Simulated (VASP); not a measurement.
Crystal: InRh.

```
CELL_PARAMETERS angstrom
3.23703 0.00000 0.00000
0.00000 3.23703 0.00000
0.00000 0.00000 3.23703
ATOMIC_POSITIONS crystal
In 0.50000 0.50000 0.50000
Rh 0.00000 0.00000 0.00000
```

```yaml
Program: VASP 6.6.1
Task: relaxation of cell and atoms
Functional: LDA
Potentials_or_basis: VASP PAW LDA potentials, release 64 (In_d, Rh_sv_GW)
Cutoff: 530 eV
k_mesh: 14 × 14 × 14
Occupations: gaussian, width 0.1 eV
Spin: no spin polarisation
```

At the start: pressure -12.0 GPa; volume 16.96 Å³/atom.

Question: Where does the relaxation end?

Answer: Over 7 steps the energy falls by 48.3 meV/atom and the volume is 15.76 Å³/atom (-7.0 %); space group Pm-3m (No. 221, to 0.05 Å).

Step by step:
| step | energy change (eV) | largest force (eV/Å) | pressure (GPa) | volume (Å³) |
| --- | --- | --- | --- | --- |
| 1 | 0.0000 | 0.0000 | -12.01 | 33.92 |
| 2 | 0.2019 | 0.0000 | 30.85 | 28.05 |
| 3 | -0.0965 | 0.0000 | -0.50 | 31.61 |
| 4 | -0.0966 | 0.0000 | -0.08 | 31.54 |
| 5 | -0.0966 | 0.0000 | 0.21 | 31.49 |
| 6 | -0.0966 | 0.0000 | -0.32 | 31.58 |
| 7 | -0.0966 | 0.0000 | 0.00 | 31.53 |

Final structure:
```yaml
crystal:
  lattice:
    - [3.15911, 0.00000, 0.00000]
    - [0.00000, 3.15911, 0.00000]
    - [0.00000, 0.00000, 3.15911]
  atoms:
    - { symbol: In, position: [0.50000, 0.50000, 0.50000] }
    - { symbol: Rh, position: [0.00000, 0.00000, 0.00000] }
```
